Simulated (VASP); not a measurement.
# Bi2S3 in VASP: notebook

Bi2S3 is run at these levels: PBE; tasks: single point.

Program: VASP 6.6.1. These are calculated values, not measurements. Logs are shortened: lines on timing, memory, paths and dates and some standing lists are left out, and cuts for length are marked.

**1. The cell of the first run**

The structure is trigonal, space group R-3m (No. 166). The conventional cell has a = 4.015 Å, b = 4.015 Å, c = 28.080 Å, α = 90.00°, β = 90.00°, γ = 120.00°. Bi (site symmetry 3m) has 6 S at 2.73 to 2.97 Å within 3.6 Å. S (site symmetry 3m) has 3 Bi at 2.73 Å within 3.6 Å. Within 3.9 Å of S (site symmetry -3m) lie 6 Bi at 2.97 Å.

**2. Single point, PBE**

INCAR reads:

```
SYSTEM = Bi2S3
PREC = Accurate
ENCUT = 520
EDIFF = 1E-6
ISMEAR = -1
SIGMA = 0.02
LREAL = .False.
LASPH = .True.
NELM = 100
ALGO = Normal
ISIF = 2
LWAVE = .False.
LCHARG = .True.
GGA = PE
LELF = .True.
LVHAR = .True.
NBANDS = 32
```

KPOINTS reads:

```
regular mesh
0
Gamma
  8 8 8
  0 0 0
```

POSCAR reads:

```
Bi2S3
1.0
    2.0076338419      1.1591079391      9.3599410245
   -2.0076338419      1.1591079391      9.3599410245
    0.0000000000     -2.3182158781      9.3599410245
Bi S
2 3
Direct
    0.3996782879      0.3996782879      0.3996782879
    0.6003217121      0.6003217121      0.6003217121
    0.2159356713      0.2159356713      0.2159356713
    0.7840643287      0.7840643287      0.7840643287
    0.0000000000      0.0000000000      0.0000000000
```

Potentials or basis: VASP PAW PBE potentials, release 64 (Bi_d, S).

The run is started by

```sh
$ cat potpaw_PBE.64/Bi_d/POTCAR potpaw_PBE.64/S/POTCAR > POTCAR
$ mpirun -np 1 vasp_std > vasp.out
```

OUTCAR:

```text
SYSTEM = Bi2S3
   PREC = Accurate
   ENCUT = 520
   EDIFF = 1E-6
   ISMEAR = -1
   LREAL = .False.
   LASPH = .True.
   NELM = 100
   ISIF = 2
   GGA = PE

 ion  position               nearest neighbor table
   1  0.400  0.400  0.400-   4 2.73   4 2.73   4 2.73   5 2.97   5 2.97   5 2.97
   2  0.600  0.600  0.600-   3 2.73   3 2.73   3 2.73   5 2.97   5 2.97   5 2.97
   3  0.216  0.216  0.216-   2 2.73   2 2.73   2 2.73
   4  0.784  0.784  0.784-   1 2.73   1 2.73   1 2.73
   5  0.000  0.000  0.000-   2 2.97   2 2.97   1 2.97   1 2.97   2 2.97   1 2.97

  LATTYP: Found a trigonal (rhomboedric) cell.
 ALAT       =     9.6427496514
 COS(alpha) =     0.9133043658

  Lattice vectors:

 A1 = (   2.0076338419,   1.1591079391,   9.3599410245)
 A2 = (  -2.0076338419,   1.1591079391,   9.3599410245)
 A3 = (   0.0000000000,  -2.3182158781,   9.3599410245)

Analysis of symmetry for initial positions (statically):
=====================================================================
 Subroutine PRICEL returns:
 Original cell was already a primitive cell.

 Routine SETGRP: Setting up the symmetry group for a
 trigonal (rhombohedral) supercell.

 Subroutine GETGRP returns: Found 12 space group operations
 (whereof 12 operations were pure point group operations)
 out of a pool of 12 trial point group operations.

The static configuration has the point symmetry D_3d.

Analysis of symmetry for dynamics (positions and initial velocities):
=====================================================================
 Subroutine PRICEL returns:
 Original cell was already a primitive cell.

 Routine SETGRP: Setting up the symmetry group for a
 trigonal (rhombohedral) supercell.

 Subroutine GETGRP returns: Found 12 space group operations
 (whereof 12 operations were pure point group operations)
 out of a pool of 12 trial point group operations.

The dynamic configuration has the point symmetry D_3d.

 Subroutine INISYM returns: Found 12 space group operations
 (whereof 12 operations are pure point group operations),
 and found     1 'primitive' translations

----------------------------------------------------------------------------------------

                                     Primitive cell

  volume of cell :     130.6871

  direct lattice vectors                    reciprocal lattice vectors
     2.007633842  1.159107939  9.359941024     0.249049398  0.143788737  0.035612760
    -2.007633842  1.159107939  9.359941024    -0.249049398  0.143788737  0.035612760
     0.000000000 -2.318215878  9.359941024     0.000000000 -0.287577474  0.035612760

  length of vectors
     9.642749651  9.642749651  9.642749651     0.289774175  0.289774175  0.289774175

  position of ions in fractional coordinates (direct lattice)
     0.399678288  0.399678288  0.399678288
     0.600321712  0.600321712  0.600321712
     0.215935671  0.215935671  0.215935671
     0.784064329  0.784064329  0.784064329
     0.000000000  0.000000000  0.000000000

  ion indices of the primitive-cell ions
   primitive index   ion index
                 1           1
                 2           2
                 3           3
                 4           4
                 5           5

----------------------------------------------------------------------------------------

 KPOINTS: regular mesh

Automatic generation of k-mesh.
 Grid dimensions read from file:
 generate k-points for:    8    8    8

 Generating k-lattice:

  Cartesian coordinates                     Fractional coordinates (reciprocal lattice)
     0.031131175  0.017973592  0.004451595     0.125000000  0.000000000  0.000000000
    -0.031131175  0.017973592  0.004451595     0.000000000  0.125000000  0.000000000
     0.000000000 -0.035947184  0.004451595     0.000000000  0.000000000  0.125000000

  Length of vectors
     0.036221772  0.036221772  0.036221772

  Shift w.r.t. Gamma in fractional coordinates (k-lattice)
     0.000000000  0.000000000  0.000000000

 Subroutine IBZKPT returns following result:
 ===========================================

 Found     65 irreducible k-points:

 Following reciprocal coordinates:
            Coordinates               Weight
  0.000000  0.000000  0.000000      1.000000
  0.125000  0.000000  0.000000      6.000000
  0.250000  0.000000  0.000000      6.000000
  0.375000  0.000000  0.000000      6.000000
  0.500000  0.000000  0.000000      3.000000
  0.125000  0.125000  0.000000      6.000000
[... 16 lines left out ...]
  0.250000  0.125000  0.125000      6.000000
  0.375000  0.125000  0.125000      6.000000
 [... further k-points ...]
   k-points           NKPTS =     65   k-points in BZ     NKDIM =     65   number of bands    NBANDS=     32
   number of dos      NEDOS =    301   number of ions     NIONS =      5
   total plane-waves  NPLWV = 373248
   dimension x,y,z NGX =    72 NGY =   72 NGZ =   72
   dimension x,y,z NGXF=   144 NGYF=  144 NGZF=  144
   ions per type =               2   3
   NGX,Y,Z   is equivalent  to a cutoff of  12.41, 12.41, 12.41 a.u.
   NGXF,Y,Z  is equivalent  to a cutoff of  24.83, 24.83, 24.83 a.u.
 SYSTEM =  Bi2S3
   PREC   = accura    normal or accurate (medium, high low for compatibility)
   ISTART =      0    job   : 0-new  1-cont  2-samecut
   ICHARG =      2    charge: 1-file 2-atom 10-const
   ISPIN  =      1    spin polarized calculation?
   LNONCOLLINEAR =      F non collinear calculations
   LSORBIT =      F    spin-orbit coupling
   LASPH  =      T    aspherical Exc in radial PAW
   ENCUT  =  520.0 eV  38.22 Ry    6.18 a.u.  17.93 17.93 17.93*2*pi/ulx,y,z
   NELM   =    100;   NELMIN=  2; NELMDL= -5     # of ELM steps
   EDIFF  = 0.1E-05   stopping-criterion for ELM
   LREAL  =      F    real-space projection
   EDIFFG = 0.1E-04   stopping-criterion for IOM
   NSW    =      0    number of steps for IOM
   IBRION =     -1    ionic relax: 0-MD 1-quasi-New 2-CG
   NFREE  =      0    steps in history (QN), initial steepest desc. (CG)
   ISIF   =      2    stress and relaxation
   ISYM   =      2    0-nonsym 1-usesym 2-fastsym
   POTIM  = 0.5000    time-step for ionic-motion
   TEBEG  =    0.0;   TEEND  =   0.0 temperature during run
   PSTRESS=    0.0 pullay stress
   NELECT =      48.0000    total number of electrons
   NUPDOWN=      -1.0000    fix difference up-down
   EMIN   =  10.00;   EMAX   =-10.00  energy-range for DOS
   EFERMI =   0.00;   METHOD = LEGACY
   ISMEAR =    -1;   SIGMA  =   0.02  broadening in eV -4-tet -1-fermi 0-gaus
   EFERMI_NEDOS =   21; number of points for ismear=-14 and -15
   IALGO  =     38    algorithm
   IMIX   =      4    mixing-type and parameters
     AMIX     =   0.40;   BMIX     =  1.00
     AMIX_MAG =   1.60;   BMIX_MAG =  1.00
  volume/ion in A,a.u.               =      26.14       176.38
  Fermi-wavevector in a.u.,A,eV,Ry     =   1.172405  2.215524 18.701663  1.374533
  Thomas-Fermi vector in A             =   2.308834
   LORBIT       =      0    0 simple, 1 ext, 2 COOP (PROOUT), +10 PAW based schemes
   GGA     = PE    functional components
   LHFCALC =     F    Hartree Fock is set to
   AEXX    =    0.0000 exact exchange contribution
   IVDW    =     0    specifies the selected vdW correction
   LEPSILON=     F    determine dielectric tensor
   LRPA    =     F    only Hartree local field effects (RPA)
 non-spin polarized calculation
  energy-cutoff  :      520.00
  volume of cell :      130.69
 maximum number of plane-waves:      3551
   NGX = 35   NGY = 35   NGZ = 35

 number of electron      48.0000005 magnetization

 Free energy of the ion-electron system (eV)
  ---------------------------------------------------
  ext. energy  EPLUGINS =         0.00000000
  ---------------------------------------------------
  free energy    TOTEN  =       -21.82582018 eV

  energy without entropy =      -21.82582018  energy(sigma->0) =      -21.82582018

 E-fermi :   5.4634     XC(G=0):  -9.4735

 val. band max:        5.1020706770   @ k =   0.0000   0.0000   0.0000
 cond. band min:       5.8462299052   @ k =   0.0000   0.0000   0.0000
 fundamental gap:      0.7441592282
 Fermi energy:         5.4633799882

 k-point     1 :       0.0000    0.0000    0.0000
  band No.  band energies     occupation
      1     -17.7062      2.00000
      2     -17.7056      2.00000
      3     -17.7056      2.00000
      4     -17.7035      2.00000
      5     -17.7035      2.00000
      6     -17.7028      2.00000
[... 24 lines left out ...]
     31      11.6349      0.00000
     32      12.5968      0.00000

 k-point     2 :       0.1250    0.0000    0.0000
  band No.  band energies     occupation
      1     -17.7092      2.00000
      2     -17.7071      2.00000
      3     -17.7015      2.00000
      4     -17.7004      2.00000
      5     -17.6988      2.00000
      6     -17.6982      2.00000
[... 24 lines left out ...]
     31      11.2648      0.00000
     32      11.8758      0.00000

 k-point     3 :       0.2500    0.0000    0.0000
  band No.  band energies     occupation
      1     -17.7182      2.00000
      2     -17.7145      2.00000
      3     -17.6984      2.00000
      4     -17.6913      2.00000
      5     -17.6913      2.00000
      6     -17.6903      2.00000
[... 24 lines left out ...]
     31      10.3008      0.00000
     32      11.8844      0.00000

 k-point     4 :       0.3750    0.0000    0.0000
  band No.  band energies     occupation
      1     -17.7286      2.00000
      2     -17.7230      2.00000
      3     -17.7033      2.00000
      4     -17.6956      2.00000
      5     -17.6920      2.00000
      6     -17.6859      2.00000
[... 24 lines left out ...]
     31       9.9998      0.00000
     32      12.4285      0.00000

 k-point     5 :       0.5000    0.0000    0.0000
  band No.  band energies     occupation
      1     -17.7331      2.00000
      2     -17.7268      2.00000
      3     -17.7054      2.00000
      4     -17.6976      2.00000
      5     -17.6928      2.00000
      6     -17.6860      2.00000
[... 584 lines left out ...]
     31      10.6177      0.00000
     32      12.6856      0.00000

 k-point    22 :       0.1250    0.1250    0.1250
  band No.  band energies     occupation
      1     -17.7062      2.00000
      2     -17.7056      2.00000
      3     -17.7056      2.00000
      4     -17.7035      2.00000
      5     -17.7035      2.00000
      6     -17.7028      2.00000
[... 24 lines left out ...]
     31      11.6349      0.00000
     32      12.5577      0.00000

 k-point    23 :       0.2500    0.1250    0.1250
  band No.  band energies     occupation
      1     -17.7092      2.00000
      2     -17.7071      2.00000
      3     -17.7014      2.00000
      4     -17.7004      2.00000
      5     -17.6988      2.00000
      6     -17.6982      2.00000
[... 24 lines left out ...]
     31      11.2186      0.00000
     32      12.0404      0.00000

 k-point    24 :       0.3750    0.1250    0.1250
  band No.  band energies     occupation
      1     -17.7182      2.00000
      2     -17.7145      2.00000
      3     -17.6984      2.00000
      4     -17.6913      2.00000
      5     -17.6913      2.00000
      6     -17.6904      2.00000
[... 24 lines left out ...]
     31      10.3444      0.00000
     32      12.0145      0.00000

 [... further k-points ...]
[... 5 lines left out ...]
  --------------------------------------------------------------------------------------
  -------------------------------------------------------------------------------------
  Total        1.7065906      1.7065906      1.6170699     -0.0000000      0.0000000      0.0000000
  in kB       20.9221923     20.9221923     19.8247003     -0.0000000      0.0000000      0.0000000
  external PRESSURE =      20.5563617 kB  Pullay stress =       0.0000000 kB

 VOLUME and BASIS-vectors are now :
 -----------------------------------------------------------------------------
  energy-cutoff  :      520.00
  volume of cell :      130.69
      direct lattice vectors                 reciprocal lattice vectors
     2.007633842  1.159107939  9.359941024     0.249049398  0.143788737  0.035612760
    -2.007633842  1.159107939  9.359941024    -0.249049398  0.143788737  0.035612760
     0.000000000 -2.318215878  9.359941024     0.000000000 -0.287577474  0.035612760

 POSITION                                       TOTAL-FORCE (eV/Angst)
 -----------------------------------------------------------------------------------
      0.00000      0.00000     11.22290        -0.000000     -0.000000     -0.080472
      0.00000      0.00000     16.85693        -0.000000      0.000000      0.080472
      0.00000      0.00000      6.06344        -0.000000     -0.000000     -0.113160
      0.00000      0.00000     22.01639        -0.000000      0.000000      0.113160
      0.00000      0.00000      0.00000         0.000000      0.000000      0.000000
 -----------------------------------------------------------------------------------
    total drift:                                0.000000     -0.000000      0.000000

  FREE ENERGIE OF THE ION-ELECTRON SYSTEM (eV)
  ---------------------------------------------------
  free  energy   TOTEN  =       -21.8258201825 eV

  energy  without entropy=      -21.8258201824  energy(sigma->0) =      -21.82582018
```

It took 16 min on 1 thread of Intel Xeon Platinum 8488C (Sapphire Rapids), shared host; peak memory 0.79 GiB.

Results:

* Free energy: -21.8258 eV
* Pressure: 2.1 GPa
* Largest force: 0.113 eV/Å
* Band gap on the k mesh: 0.74 eV, direct

Forces on the atoms (eV/Å):
```
Bi   0.000  0.000 -0.080
Bi   0.000  0.000  0.080
S    0.000  0.000 -0.113
S    0.000  0.000  0.113
S    0.000  0.000  0.000
```

Caveat: spin-orbit coupling is left out, which moves the levels of the heavy elements. A k mesh can miss the band edges.

**3. Single point, PBE (uniaxial x strain +0.5%)**

INCAR reads:

```
SYSTEM = Bi2S3
PREC = Accurate ; ENCUT = 520
EDIFF = 1E-6 ; ISMEAR = -1
SIGMA = 0.02 ; LREAL = .False.
LASPH = .True. ; NELM = 100
ALGO = Normal ; ISIF = 2
LWAVE = .False. ; LCHARG = .False.
GGA = PE ; NBANDS = 32
```

KPOINTS is that of step 2.

POSCAR reads:

```
Bi2S3
1.0
    2.0176720111      1.1591079391      9.3599410245
   -2.0176720111      1.1591079391      9.3599410245
    0.0000000000     -2.3182158781      9.3599410245
Bi S
2 3
Direct
    0.4000805222      0.4000805222      0.3985914355
    0.5999194778      0.5999194778      0.6014085645
    0.2153444983      0.2153444983      0.2179076715
    0.7846555017      0.7846555017      0.7820923285
    0.0000000000      0.0000000000      0.0000000000
```

Potentials or basis: VASP PAW PBE potentials, release 64 (Bi_d, S).

The run is started by

```sh
$ cat potpaw_PBE.64/Bi_d/POTCAR potpaw_PBE.64/S/POTCAR > POTCAR
$ mpirun -np 1 vasp_std > vasp.out
```

It took 31 min on 1 thread of Intel Xeon Platinum 8488C (Sapphire Rapids), shared host; peak memory 1 GiB.

It converged, with:

| Item | Value |
| --- | --- |
| Free energy | -21.8324 eV |
| Pressure | 1.8 GPa |
| Largest force | 0.110 eV/Å |
| Band gap on the k mesh | 0.74 eV, direct |

Forces in eV/Å, atoms in the order of the input:
```
Bi   0.000 -0.001 -0.077
Bi   0.000  0.001  0.077
S    0.000 -0.003 -0.110
S    0.000  0.003  0.110
S    0.000  0.000  0.000
```

Stress tensor (GPa, compression positive):
```
1.62 0.00 0.00
0.00 1.95 0.05
0.00 0.05 1.88
```

Levels at points of the mesh, in eV from the valence-band top:
```
           k point  band 21  band 22  band 23  band 24  band 25  band 26  band 27  band 28
(0.00, 0.00, 0.00)    -1.67    -1.25    -1.23     0.00     0.74     2.07     2.10     2.60
(0.50, 0.00, 0.00)    -2.41    -1.63    -1.24    -0.40     1.45     2.75     3.33     3.58
(0.50, 0.50, 0.00)    -1.61    -1.53    -1.48    -0.75     1.69     2.77     3.11     3.44
(0.00, 0.00, 0.50)    -2.41    -1.64    -1.27    -0.43     1.41     2.72     3.30     3.58
(0.50, 0.00, 0.50)    -1.60    -1.52    -1.45    -0.73     1.74     2.77     3.14     3.48
(0.50, 0.50, 0.50)    -1.34    -1.32    -1.15    -0.17     0.82     2.24     2.27     2.64
```

Caveat: the cell differs from its parent crystal (uniaxial x strain +0.5%); spin-orbit coupling is left out, which moves the levels of the heavy elements.
